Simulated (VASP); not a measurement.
Here is a VASP 6.6.1 calculation.

INCAR

```
SYSTEM = HfBi2O2
ALGO = Normal
EDIFF = 1E-6
EDIFFG = -0.01
ENCUT = 600
GGA = PE
IBRION = 2
ISIF = 3
ISMEAR = 0
LASPH = .TRUE.
LCHARG = .FALSE.
LREAL = .FALSE.
LWAVE = .FALSE.
NELM = 100
NSW = 100
PREC = Accurate
SIGMA = 0.1
```

The input KPOINTS:

```
k-points
0
G
  12 12 4
  0 0 0
```

POSCAR

```
HfBi2O2
1.0
    3.2496528021      0.0000000000      0.0000000000
   -1.6248264011      2.8142818801      0.0000000000
    0.0000000000      0.0000000000     11.5398685521
Hf Bi O
1 2 2
Direct
    0.3333333333      0.6666666667      0.5000000000
    0.0000000000      0.0000000000      0.8721913982
    0.0000000000      0.0000000000      0.1278086018
    0.6666666667      0.3333333333      0.3991314320
    0.6666666667      0.3333333333      0.6008685680
```

Potentials or basis: VASP PAW PBE potentials, release 64 (Hf_pv, Bi_d, O).

Command:

```sh
$ cat potpaw_PBE.64/Hf_pv/POTCAR potpaw_PBE.64/Bi_d/POTCAR potpaw_PBE.64/O/POTCAR > POTCAR
$ mpirun -np 1 vasp_std > vasp.out
```

Predict the space group after relaxing (to 0.1 Å).

P-6m2 (No. 187).

What does it give for the band gap on the k mesh?

Zero (bands 26 and 27 overlap by 3.92 eV).

Predict the relaxed volume.

20.78 Å³/atom.

What does it give for the relaxed cell?

a = 3.236 Å, b = 3.236 Å, c = 11.459 Å, α = 90.00°, β = 90.00°, γ = 120.00°.

Stress tensor (GPa, compression positive):
```
-0.05  0.00  0.00
 0.00 -0.05  0.00
 0.00  0.00  0.04
```

Caveat: spin-orbit coupling is left out, which moves the levels of the heavy elements.
